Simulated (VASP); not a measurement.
# CdGeAs2 (P-4m2) in VASP: single point with r2SCAN

Aim: the single point of CdGeAs2 with r2SCAN.

Everything below comes from runs of VASP 6.6.1. Logs are shortened: lines on timing, memory, paths and dates and some standing lists are left out, and cuts for length are marked.

## Step 1: The cell of the first run

It takes space group P-4m2 (No. 115, tetragonal). Conventional cell: a = 4.074 Å, b = 4.074 Å, c = 6.124 Å, α = 90.00°, β = 90.00°, γ = 90.00°. Within 3.4 Å of Cd (site symmetry -4m2) lie 4 As at 2.61 Å. Within 3.3 Å of Ge (site symmetry -4m2) lie 4 As at 2.49 Å. As (site symmetry 2mm) has 2 Ge at 2.49 Å and 2 Cd at 2.61 Å within 3.3 Å.

## Step 2: Single point, r2SCAN

Contents of POSCAR:

```
CdGeAs2
1.0
    4.0737727621      0.0000000000      0.0000000000
    0.0000000000      4.0737727621      0.0000000000
    0.0000000000      0.0000000000      6.1235663994
Cd Ge As
1 1 2
Direct
    0.0000000000      0.0000000000      0.5000000000
    0.5000000000      0.5000000000      0.0000000000
    0.5000000000      0.0000000000      0.7672515362
    0.0000000000      0.5000000000      0.2327484638
```

Contents of INCAR.step1:

```
SYSTEM = CdGeAs2
PREC     = Accurate       ! precision mode
ENCUT    = 520            ! plane-wave cutoff, eV
ISMEAR   = 0              ! smearing method
SIGMA    = 0.1            ! smearing width, eV
LREAL    = .False.        ! projectors in reciprocal space
LASPH    = .True.         ! aspherical terms in the spheres
NELM     = 60             ! most SCF steps
NBANDS   = 26             ! bands
GGA      = PE             ! functional
ALGO     = Normal         ! electronic algorithm
EDIFF    = 1E-4           ! SCF threshold, eV
LWAVE    = .True.         ! write WAVECAR
LCHARG   = .False.        ! write CHGCAR
```

Contents of INCAR.step2:

```
SYSTEM = CdGeAs2
PREC     = Accurate       ! precision mode
ENCUT    = 520            ! plane-wave cutoff, eV
EDIFF    = 1E-6           ! SCF threshold, eV
ISMEAR   = 0              ! smearing method
SIGMA    = 0.1            ! smearing width, eV
LREAL    = .False.        ! projectors in reciprocal space
LASPH    = .True.         ! aspherical terms in the spheres
NELM     = 60             ! most SCF steps
ALGO     = Normal         ! electronic algorithm
ISIF     = 2              ! what is computed and relaxed
LWAVE    = .False.        ! write WAVECAR
LCHARG   = .False.        ! write CHGCAR
METAGGA  = R2SCAN         ! meta-GGA
LMIXTAU  = .True.       
NBANDS   = 26             ! bands
ISTART   = 1
```

Contents of KPOINTS:

```
Automatic mesh
0
Gamma
  10 10 8
  0 0 0
```

Potentials or basis: VASP PAW PBE potentials, release 64 (Cd, Ge_d, As).

The run is started by

```bash
cat potpaw_PBE.64/Cd/POTCAR potpaw_PBE.64/Ge_d/POTCAR potpaw_PBE.64/As/POTCAR > POTCAR
cp INCAR.step1 INCAR
mpirun -np 1 vasp_std > vasp.out
cp INCAR.step2 INCAR
mpirun -np 1 vasp_std > vasp.out
```

OUTCAR:

```text
SYSTEM = CdGeAs2
   PREC = Accurate
   ENCUT = 520
   EDIFF = 1E-6
   ISMEAR = 0
   LREAL = .False.
   LASPH = .True.
   NELM = 60
   ISIF = 2
   METAGGA = R2SCAN
   ISTART = 1

 ion  position               nearest neighbor table
   1  0.000  0.000  0.500-   3 2.61   4 2.61   4 2.61   3 2.61
   2  0.500  0.500  0.000-   3 2.49   4 2.49   3 2.49   4 2.49
   3  0.500  0.000  0.767-   2 2.49   2 2.49   1 2.61   1 2.61
   4  0.000  0.500  0.233-   2 2.49   2 2.49   1 2.61   1 2.61

  LATTYP: Found a simple tetragonal cell.
 ALAT       =     4.0737727621
 C/A-ratio  =     1.5031683790

  Lattice vectors:

 A1 = (   4.0737727621,   0.0000000000,   0.0000000000)
 A2 = (   0.0000000000,   4.0737727621,   0.0000000000)
 A3 = (   0.0000000000,   0.0000000000,   6.1235663994)

Analysis of symmetry for initial positions (statically):
=====================================================================
 Subroutine PRICEL returns:
 Original cell was already a primitive cell.

 Routine SETGRP: Setting up the symmetry group for a
 simple tetragonal supercell.

 Subroutine GETGRP returns: Found  8 space group operations
 (whereof  8 operations were pure point group operations)
 out of a pool of 16 trial point group operations.

The static configuration has the point symmetry D_2d.

Analysis of symmetry for dynamics (positions and initial velocities):
=====================================================================
 Subroutine PRICEL returns:
 Original cell was already a primitive cell.

 Routine SETGRP: Setting up the symmetry group for a
 simple tetragonal supercell.

 Subroutine GETGRP returns: Found  8 space group operations
 (whereof  8 operations were pure point group operations)
 out of a pool of 16 trial point group operations.

The dynamic configuration has the point symmetry D_2d.

 Subroutine INISYM returns: Found  8 space group operations
 (whereof  8 operations are pure point group operations),
 and found     1 'primitive' translations

----------------------------------------------------------------------------------------

                                     Primitive cell

  volume of cell :     101.6244

  direct lattice vectors                    reciprocal lattice vectors
     4.073772762  0.000000000  0.000000000     0.245472700  0.000000000  0.000000000
     0.000000000  4.073772762  0.000000000     0.000000000  0.245472700  0.000000000
     0.000000000  0.000000000  6.123566399     0.000000000  0.000000000  0.163303528

  length of vectors
     4.073772762  4.073772762  6.123566399     0.245472700  0.245472700  0.163303528

  position of ions in fractional coordinates (direct lattice)
     0.000000000  0.000000000  0.500000000
     0.500000000  0.500000000  0.000000000
     0.500000000  0.000000000  0.767251536
     0.000000000  0.500000000  0.232748464

  ion indices of the primitive-cell ions
   primitive index   ion index
                 1           1
                 2           2
                 3           3
                 4           4

----------------------------------------------------------------------------------------

 KPOINTS: Automatic mesh

Automatic generation of k-mesh.
 Grid dimensions read from file:
 generate k-points for:   10   10    8

 Generating k-lattice:

  Cartesian coordinates                     Fractional coordinates (reciprocal lattice)
     0.024547270  0.000000000  0.000000000     0.100000000  0.000000000  0.000000000
     0.000000000  0.024547270  0.000000000     0.000000000  0.100000000  0.000000000
     0.000000000  0.000000000  0.020412941     0.000000000  0.000000000  0.125000000

  Length of vectors
     0.024547270  0.024547270  0.020412941

  Shift w.r.t. Gamma in fractional coordinates (k-lattice)
     0.000000000  0.000000000  0.000000000

 Subroutine IBZKPT returns following result:
 ===========================================

 Found    105 irreducible k-points:

 Following reciprocal coordinates:
            Coordinates               Weight
  0.000000  0.000000  0.000000      1.000000
  0.100000  0.000000  0.000000      4.000000
  0.200000  0.000000  0.000000      4.000000
  0.300000  0.000000  0.000000      4.000000
  0.400000  0.000000  0.000000      4.000000
  0.500000  0.000000  0.000000      2.000000
[... 16 lines left out ...]
  0.100000  0.000000  0.125000      8.000000
  0.200000  0.000000  0.125000      8.000000
 [... further k-points ...]
   k-points           NKPTS =    105   k-points in BZ     NKDIM =    105   number of bands    NBANDS=     26
   number of dos      NEDOS =    301   number of ions     NIONS =      4
   total plane-waves  NPLWV =  43200
   dimension x,y,z NGX =    30 NGY =   30 NGZ =   48
   dimension x,y,z NGXF=    60 NGYF=   60 NGZF=   96
   ions per type =               1   1   2
   NGX,Y,Z   is equivalent  to a cutoff of  12.24, 12.24, 13.03 a.u.
   NGXF,Y,Z  is equivalent  to a cutoff of  24.49, 24.49, 26.06 a.u.
 SYSTEM =  CdGeAs2
   PREC   = accura    normal or accurate (medium, high low for compatibility)
   ISTART =      1    job   : 0-new  1-cont  2-samecut
   ICHARG =      0    charge: 1-file 2-atom 10-const
   ISPIN  =      1    spin polarized calculation?
   LNONCOLLINEAR =      F non collinear calculations
   LSORBIT =      F    spin-orbit coupling
   LASPH  =      T    aspherical Exc in radial PAW
   ENCUT  =  520.0 eV  38.22 Ry    6.18 a.u.   7.57  7.57 11.39*2*pi/ulx,y,z
   NELM   =     60;   NELMIN=  2; NELMDL=  0     # of ELM steps
   EDIFF  = 0.1E-05   stopping-criterion for ELM
   LREAL  =      F    real-space projection
   EDIFFG = 0.1E-04   stopping-criterion for IOM
   NSW    =      0    number of steps for IOM
   IBRION =     -1    ionic relax: 0-MD 1-quasi-New 2-CG
   NFREE  =      0    steps in history (QN), initial steepest desc. (CG)
   ISIF   =      2    stress and relaxation
   ISYM   =      2    0-nonsym 1-usesym 2-fastsym
   POTIM  = 0.5000    time-step for ionic-motion
   TEBEG  =    0.0;   TEEND  =   0.0 temperature during run
   PSTRESS=    0.0 pullay stress
   NELECT =      36.0000    total number of electrons
   NUPDOWN=      -1.0000    fix difference up-down
   EMIN   =  10.00;   EMAX   =-10.00  energy-range for DOS
   EFERMI =   0.00;   METHOD = LEGACY
   ISMEAR =     0;   SIGMA  =   0.10  broadening in eV -4-tet -1-fermi 0-gaus
   EFERMI_NEDOS =   21; number of points for ismear=-14 and -15
   IALGO  =     38    algorithm
   IMIX   =      4    mixing-type and parameters
     AMIX     =   0.40;   BMIX     =  1.00
     AMIX_MAG =   1.60;   BMIX_MAG =  1.00
  volume/ion in A,a.u.               =      25.41       171.45
  Fermi-wavevector in a.u.,A,eV,Ry     =   1.158358  2.188980 18.256221  1.341794
  Thomas-Fermi vector in A             =   2.294961
   LORBIT       =      0    0 simple, 1 ext, 2 COOP (PROOUT), +10 PAW based schemes
   METAGGA = R2SCAN    functional components
   LHFCALC =     F    Hartree Fock is set to
   AEXX    =    0.0000 exact exchange contribution
   IVDW    =     0    specifies the selected vdW correction
   LEPSILON=     F    determine dielectric tensor
   LRPA    =     F    only Hartree local field effects (RPA)
 non-spin polarized calculation
 Gauss-broadening in eV      SIGMA  =   0.10
  energy-cutoff  :      520.00
  volume of cell :      101.62
 maximum number of plane-waves:      2783
   NGX = 15   NGY = 15   NGZ = 23

 number of electron      35.9999979 magnetization

 Free energy of the ion-electron system (eV)
  ---------------------------------------------------
  ext. energy  EPLUGINS =         0.00000000
  ---------------------------------------------------
  free energy    TOTEN  =       -63.69287731 eV

  energy without entropy =      -63.69017828  energy(sigma->0) =      -63.69152780

 E-fermi :   2.9615     XC(G=0):  -9.8855

 val. band max:        2.9456838949   @ k =   0.4000   0.0000   0.3750
 cond. band min:       2.9981243027   @ k =   0.2000   0.0000   0.0000
 fundamental gap:      0.0524404079
 Fermi energy:         2.9615147380

 k-point     1 :       0.0000    0.0000    0.0000
  band No.  band energies     occupation
      1     -23.0031      2.00000
      2     -23.0031      2.00000
      3     -22.9974      2.00000
      4     -22.9890      2.00000
      5     -22.9621      2.00000
      6     -10.5317      2.00000
[... 18 lines left out ...]
     25      10.6354      0.00000
     26      12.4308      0.00000

 k-point     2 :       0.1000    0.0000    0.0000
  band No.  band energies     occupation
      1     -23.0037      2.00000
      2     -23.0031      2.00000
      3     -22.9966      2.00000
      4     -22.9888      2.00000
      5     -22.9622      2.00000
      6     -10.4659      2.00000
[... 18 lines left out ...]
     25      10.9626      0.00000
     26      11.9982      0.00000

 k-point     3 :       0.2000    0.0000    0.0000
  band No.  band energies     occupation
      1     -23.0049      2.00000
      2     -23.0030      2.00000
      3     -22.9950      2.00000
      4     -22.9883      2.00000
      5     -22.9626      2.00000
      6     -10.2764      2.00000
[... 18 lines left out ...]
     25      11.2258      0.00000
     26      11.2914      0.00000

 k-point     4 :       0.3000    0.0000    0.0000
  band No.  band energies     occupation
      1     -23.0062      2.00000
      2     -23.0030      2.00000
      3     -22.9935      2.00000
      4     -22.9873      2.00000
      5     -22.9630      2.00000
      6      -9.9919      2.00000
[... 18 lines left out ...]
     25      10.5873      0.00000
     26      10.7497      0.00000
[... 496 lines left out ...]
      1     -23.0031      2.00000
      2     -23.0031      2.00000
      3     -22.9973      2.00000
      4     -22.9890      2.00000
      5     -22.9621      2.00000
      6     -10.5066      2.00000
[... 18 lines left out ...]
     25      10.8627      0.00000
     26      11.6320      0.00000

 k-point    23 :       0.1000    0.0000    0.1250
  band No.  band energies     occupation
      1     -23.0037      2.00000
      2     -23.0031      2.00000
      3     -22.9966      2.00000
      4     -22.9888      2.00000
      5     -22.9622      2.00000
      6     -10.4416      2.00000
[... 18 lines left out ...]
     25      11.1047      0.00000
     26      11.6335      0.00000

 k-point    24 :       0.2000    0.0000    0.1250
  band No.  band energies     occupation
      1     -23.0049      2.00000
      2     -23.0030      2.00000
      3     -22.9950      2.00000
      4     -22.9883      2.00000
      5     -22.9626      2.00000
      6     -10.2546      2.00000
[... 18 lines left out ...]
     25      10.6152      0.00000
     26      11.0901      0.00000

 [... further k-points ...]

------------------------ aborting loop because EDIFF is reached ----------------------------------------

  FORCE on cell =-STRESS in cart. coord.  units (eV):
  Direction    XX          YY          ZZ          XY          YZ          ZX
  --------------------------------------------------------------------------------------
  -------------------------------------------------------------------------------------
  Total        0.0582259      0.0582259      0.1428029      0.0000000      0.0000000      0.0000000
  in kB        0.9179704      0.9179704      2.2513848      0.0000000      0.0000000      0.0000000
  external PRESSURE =       1.3624419 kB  Pullay stress =       0.0000000 kB

 VOLUME and BASIS-vectors are now :
 -----------------------------------------------------------------------------
  energy-cutoff  :      520.00
  volume of cell :      101.62
      direct lattice vectors                 reciprocal lattice vectors
     4.073772762  0.000000000  0.000000000     0.245472700  0.000000000  0.000000000
     0.000000000  4.073772762  0.000000000     0.000000000  0.245472700  0.000000000
     0.000000000  0.000000000  6.123566399     0.000000000  0.000000000  0.163303528

 POSITION                                       TOTAL-FORCE (eV/Angst)
 -----------------------------------------------------------------------------------
      0.00000      0.00000      3.06178        -0.000000      0.000000      0.000000
      2.03689      2.03689      0.00000         0.000000     -0.000000      0.000000
      2.03689      0.00000      4.69832         0.000000      0.000000      0.013506
      0.00000      2.03689      1.42525         0.000000      0.000000     -0.013506
 -----------------------------------------------------------------------------------
    total drift:                                0.000000      0.000000     -0.000000

  FREE ENERGIE OF THE ION-ELECTRON SYSTEM (eV)
  ---------------------------------------------------
  free  energy   TOTEN  =       -63.6928773125 eV

  energy  without entropy=      -63.6901782815  energy(sigma->0) =      -63.69152780
```

Wall time 5.5 min (1 thread of Intel Xeon 6975P-C (Granite Rapids), shared host); peak memory 0.42 GiB.

Results:

```
Free energy            : -63.6929 eV
Pressure               : 0.1 GPa
Largest force          : 0.014 eV/Å
Band gap on the k mesh : zero (bands 18 and 19 overlap by 0.30 eV)
```

Forces on the atoms (eV/Å):
```
Cd   0.000  0.000  0.000
Ge   0.000  0.000  0.000
As   0.000  0.000  0.014
As   0.000  0.000 -0.014
```

Stress tensor (GPa, compression positive):
```
0.09 0.00 0.00
0.00 0.09 0.00
0.00 0.00 0.23
```

Levels at points of the mesh, in eV from the Fermi level:
```
           k point  band 16  band 17  band 18  band 19  band 20  band 21
(0.00, 0.00, 0.00)    -0.72    -0.52     0.12     0.12     0.91     2.73
(0.50, 0.00, 0.00)    -3.56    -2.53    -0.28     0.87     4.10     4.42
(0.50, 0.50, 0.00)    -2.97    -2.97    -1.99     1.24     1.51     1.51
(0.00, 0.00, 0.50)    -2.92    -0.81    -0.81     0.95     1.07     3.92
(0.50, 0.00, 0.50)    -1.94    -1.23    -0.40    -0.18     1.97     3.48
(0.50, 0.50, 0.50)    -3.47    -3.47    -3.07     2.71     3.98     3.98
```

Caveat: semilocal functionals underestimate gaps, and a narrow one can read as zero; the PAW data sets were made with another functional, which shifts forces and pressure a little.

The gap in the log of VASP goes by the Fermi energy; the results here count the filled bands.